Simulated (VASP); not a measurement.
Input of a VASP 6.6.1 run:

INCAR

```
SYSTEM = SnO
  ALGO = Normal
  EDIFF = 1E-6
  ENCUT = 520
  GGA = VW
  ISIF = 2
  ISMEAR = -1
  LASPH = .True.
  LCHARG = .True.
  LELF = .True.
  LREAL = .False.
  LVHAR = .True.
  LWAVE = .False.
  NBANDS = 28
  NELM = 100
  PREC = Accurate
  SIGMA = 0.05
```

File KPOINTS:

```
k-points
0
Gamma
  7 7 6
  0 0 0
```

Contents of POSCAR:

```
SnO
1.0
    3.8136952200      0.0000000000      0.0000000000
    0.0000000000      3.8136952200      0.0000000000
    0.0000000000      0.0000000000      4.8869133000
Sn O
2 2
Direct
    0.5000000000      0.0000000000      0.7646261400
    0.0000000000      0.5000000000      0.2353738600
    0.0000000000      0.0000000000      0.0000000000
    0.5000000000      0.5000000000      0.0000000000
```

Potentials or basis: VASP PAW PBE potentials, release 64 (Sn_d, O).

Launch:

```bash
$ cat potpaw_PBE.64/Sn_d/POTCAR potpaw_PBE.64/O/POTCAR > POTCAR
$ mpirun -np 1 vasp_std > vasp.out
```

**Question.** Estimate the largest force.

**Answer.** 0.155 eV/Å.

**Question.** What does it give for the pressure?

**Answer.** -3.1 GPa.

Stress tensor (GPa, compression positive):
```
-3.31  0.00  0.00
 0.00 -3.31  0.00
 0.00  0.00 -2.79
```

Caveat: the cell stands under tension; the PAW data sets were made with another functional, which shifts forces and pressure a little.
